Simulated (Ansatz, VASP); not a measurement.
# Al2Cu in VASP and in Ansatz

Contents of INCAR:

```
SYSTEM = Al2Cu
ALGO     = Fast           ! electronic algorithm
EDIFF    = 1E-6           ! SCF threshold, eV
ENCUT    = 520            ! plane-wave cutoff, eV
GGA      = PE             ! functional
ISIF     = 2              ! what is computed and relaxed
ISMEAR   = 0              ! smearing method
LASPH    = .TRUE.         ! aspherical terms in the spheres
LCHARG   = .FALSE.        ! write CHGCAR
LREAL    = .FALSE.        ! projectors in reciprocal space
LWAVE    = .FALSE.        ! write WAVECAR
NBANDS   = 26             ! bands
NELM     = 80             ! most SCF steps
PREC     = Accurate       ! precision mode
SIGMA    = 0.15           ! smearing width, eV
```

File KPOINTS:

```
k-points
0
G
  10 10 10
  0 0 0
```

File POSCAR:

```
Al2Cu
1.0
   -3.1169500000      3.1169500000      2.5633500000
    3.1169500000     -3.1169500000      2.5633500000
    3.1169500000      3.1169500000     -2.5633500000
Al Cu
4 2
Direct
    0.1587211657      0.6587211657      0.8174423314
    0.6587211657      0.8412788343      0.5000000000
    0.8412788343      0.3412788343      0.1825576686
    0.3412788343      0.1587211657      0.5000000000
    0.7500000000      0.7500000000      0.0000000000
    0.2500000000      0.2500000000      0.0000000000
```

Input for Ansatz:

```yaml
crystal:
  lattice:
    - [-3.11695, 3.11695, 2.56335]
    - [3.11695, -3.11695, 2.56335]
    - [3.11695, 3.11695, -2.56335]
  atoms:
    - { symbol: Al, position: [0.1587211657, 0.6587211657, 0.8174423314] }
    - { symbol: Al, position: [0.6587211657, 0.8412788343, 0.5] }
    - { symbol: Al, position: [0.8412788343, 0.3412788343, 0.1825576686] }
    - { symbol: Al, position: [0.3412788343, 0.1587211657, 0.5] }
    - { symbol: Cu, position: [0.75, 0.75, 0.0] }
    - { symbol: Cu, position: [0.25, 0.25, 0.0] }
basis:
  ecutwfc: 520.0
kpoints:
  mp_grid: { grid: [10, 10, 10] }
hamiltonian:
  xc: pbe
  pseudopotentials: { kind: paw, azcp: { folder: soft_1 } }
scf:
  occupations: { method: gaussian, width: 0.15 }
output:
  forces: true
  stress: true
  eigenvalues: true
```

Alike in both runs: task single point; functional PBE; k mesh 10 × 10 × 10; occupations gaussian, width 0.15 eV; no spin polarisation.

|  | VASP | Ansatz |
| --- | --- | --- |
| version | VASP 6.6.1 | Ansatz 0.2.0 |
| potentials or method | VASP PAW PBE potentials, release 64 (Al, Cu), cutoff 520 eV | scalar-relativistic, plane waves, PAW |
| valence electrons in the cell | 34 | 50 |

|  | VASP | Ansatz | Ansatz less VASP |
| --- | --- | --- | --- |
| gap on the k mesh at the Fermi level (eV) | none | none | - |
| pressure (GPa) | -8.2 | -8.4 | -0.16 |
| traceless stress, the component that is largest in VASP (GPa) | -0.98 | -1.01 | -0.034 |
| rms of the force components (eV/Å) | 0.035 | 0.036 | +0.0016 |

Atom by atom the forces differ by 0.002 eV/Å (rms over components). A gap of «none» marks a metal or a gap that the smearing closes. With one functional, cell and mesh, what is left measures potentials, basis and numerics. VASP's potentials hold 34 valence electrons a cell and Ansatz's 50, so a difference there can come from the potentials and not from the codes.
